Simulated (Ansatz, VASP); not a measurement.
# Two plane-wave programs on V

```
V
1.0
     4.40274    0.00000    0.00000
    -2.20137    3.81289    0.00000
     0.00000    0.00000    2.34383
V
3
Cartesian
  0.0000 0.0000 0.0000
  0.0000 2.5419 1.1719
  2.2014 1.2710 1.1719
```

Alike in both runs: task relaxation of cell and atoms; functional PBEsol; k mesh 12 × 12 × 18; occupations gaussian, width 0.1 eV; no spin polarisation.

|  | VASP | Ansatz |
| --- | --- | --- |
| version | VASP 6.6.1 | Ansatz 0.2.0 |
| potentials or method | VASP PAW PBE potentials, release 64 (V_sv), cutoff 600 eV | scalar-relativistic, plane waves, PAW |
| valence electrons in the cell | 39 | 39 |

|  | VASP | Ansatz | Ansatz less VASP |
| --- | --- | --- | --- |
| gap on the k mesh at the Fermi level, each at its own relaxed structure (eV) | none | none | - |
| relaxed volume (Å³/atom) | 13.15 | 13.13 | -0.016 |
| relaxed cell length with the largest relative difference (Å) | 2.350 | 2.347 | -0.0037 |

VASP's potentials were made for PBE, not for PBEsol. A gap of «none» marks a metal or a gap that the smearing closes.
